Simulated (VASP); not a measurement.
TePb, 2 atoms in the cell. Symmetry: Pm-3m, No. 221, cubic system. The conventional cell has a = 4.002 Å, b = 4.002 Å, c = 4.002 Å, α = 90.00°, β = 90.00°, γ = 90.00°. Te (site symmetry m-3m) has 8 Pb at 3.47 Å and 6 Te at 4.00 Å within 4.6 Å. Within 4.6 Å of Pb (site symmetry m-3m) lie 8 Te at 3.47 Å and 6 Pb at 4.00 Å. 

* Program: VASP 6.6.1
* Task: single point
* Functional: revPBE
* Potentials or basis: VASP PAW PBE potentials, release 64 (Te, Pb_d)
* Cutoff: 520 eV
* k mesh: 10 × 10 × 10
* Occupations: fermi-dirac, width 0.08 eV
* Spin: no spin polarisation
* Dipole correction: no
* Further INCAR settings: ALGO = Normal; EDIFF = 1e-06; NBANDS = 17

Potentials or basis: VASP PAW PBE potentials, release 64 (Te, Pb_d).

Run with:

```console
$ cat potpaw_PBE.64/Te/POTCAR potpaw_PBE.64/Pb_d/POTCAR > POTCAR
$ mpirun -np 1 vasp_std > vasp.out
```

Hardware: 1 thread of Intel(R) Xeon(R) 6975P-C (Granite Rapids), with other jobs on the host.

Q: Estimate the wall time of this run.

A: Wall time 19 s on 1 thread of Intel(R) Xeon(R) 6975P-C (Granite Rapids), on a shared host, peak memory 0.2 GiB. Counts: scf iterations 12, k points 56.
